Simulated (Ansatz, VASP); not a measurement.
## CdF2: VASP beside Ansatz

The input INCAR:

```
ALGO = Normal ; EDIFF = 1E-6
ENCUT = 520 ; GGA = PE
ISIF = 2 ; ISMEAR = -1
LASPH = T ; LCHARG = T
LELF = T ; LREAL = F
LVHAR = T ; LWAVE = F
NBANDS = 20 ; NELM = 100
PREC = Accurate ; SIGMA = 0.03
```

KPOINTS

```
k-points
0
Gamma
  7 7 7
```

File POSCAR:

```
CdF2
1.0
    0.0000000000      2.7005188915      2.7005188915
    2.7005188915      0.0000000000      2.7005188915
    2.7005188915      2.7005188915      0.0000000000
Cd F
1 2
Direct
   -0.1575000000      0.0525000000      0.0525000000
    0.4075000000      0.1975000000      0.1975000000
    0.7500000000      0.7500000000      0.7500000000
```

Input for Ansatz:

```yaml
crystal:
  lattice:
    - [0.0, 2.7005188915, 2.7005188915]
    - [2.7005188915, 0.0, 2.7005188915]
    - [2.7005188915, 2.7005188915, 0.0]
  atoms:
    - { symbol: Cd, position: [-0.1575, 0.0525, 0.0525] }
    - { symbol: F, position: [0.4075, 0.1975, 0.1975] }
    - { symbol: F, position: [0.75, 0.75, 0.75] }
kpoints:
  mp_grid: { grid: [7, 7, 7] }
scf:
  occupations: { method: fermi_dirac, width: 0.03 }
hamiltonian:
  xc: pbe
  pseudopotentials: { kind: all_electron, lapw: { basis_error: 0.001 } }
output:
  forces: true
  stress: true
  eigenvalues: true
  populations: true
```

Change from the starting cell: shortest bond scaled by 0.58, LAPW.

Alike in both runs: task single point; functional PBE; k mesh 7 × 7 × 7; occupations fermi-dirac, width 0.03 eV; no spin polarisation.

|  | VASP | Ansatz |
| --- | --- | --- |
| version | VASP 6.6.1 | Ansatz 0.2.0 |
| potentials or method | VASP PAW PBE potentials, release 64 (Cd, F), cutoff 520 eV | all-electron LAPW, scalar-relativistic |

Ansatz gave:

- pressure (GPa): 139.8
- traceless stress, the component that is largest in VASP (GPa): -116.89
- rms of the force components (eV/Å): 32.257

Problem. Which values does VASP return?

Solution. Pressure (GPa): 150.2; traceless stress, the component that is largest in VASP (GPa): -126.82; rms of the force components (eV/Å): 34.929.

Atom by atom the forces differ by 2.672 eV/Å (rms over components). Both programs put the cell under a high pressure, so it lies far from rest at this level. Ansatz ran all-electron here, and VASP with PAW potentials.

Noted on VASP's run: the cell as given lies far from equilibrium.
